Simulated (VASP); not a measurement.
Input of a VASP 6.6.1 run:

Contents of INCAR:

```
SYSTEM = WS2
ALGO = Normal
EDIFF = 1E-6
ENCUT = 520
GGA = PE
ISIF = 2
ISMEAR = 0
IVDW = 12
LASPH = .TRUE.
LCHARG = .FALSE.
LREAL = .FALSE.
LWAVE = .FALSE.
NBANDS = 35
NELM = 100
PREC = Accurate
SIGMA = 0.02
```

Contents of KPOINTS:

```
k-points
0
G
  12 12 4
  0 0 0
```

Contents of POSCAR:

```
WS2
1.0
    3.1537892826      0.0000000000      0.0000000000
   -1.5768946413      2.7312616369      0.0000000000
    0.0000000000      0.0000000000     12.1432908274
W S
2 4
Direct
    0.3333333333      0.6666666667      0.2500000000
    0.6666666667      0.3333333333      0.7500000000
    0.3333333333      0.6666666667      0.6203061752
    0.6666666667      0.3333333333      0.1203061752
    0.3333333333      0.6666666667      0.8796938248
    0.6666666667      0.3333333333      0.3796938248
```

Potentials or basis: VASP PAW PBE potentials, release 64 (W_sv, S).

The run is started by

```bash
$ cat potpaw_PBE.64/W_sv/POTCAR potpaw_PBE.64/S/POTCAR > POTCAR
$ mpirun -np 1 vasp_std > vasp.out
```

Estimate the pressure.

0.0 GPa.

What does it give for the band gap on the k mesh?

0.91 eV (least direct gap 1.84 eV).

Predict the dispersion energy per atom.

-0.435 eV.

Caveat: spin-orbit coupling is left out, which moves the levels of the heavy elements. As with any semilocal functional, this PBE gap is likely too small.
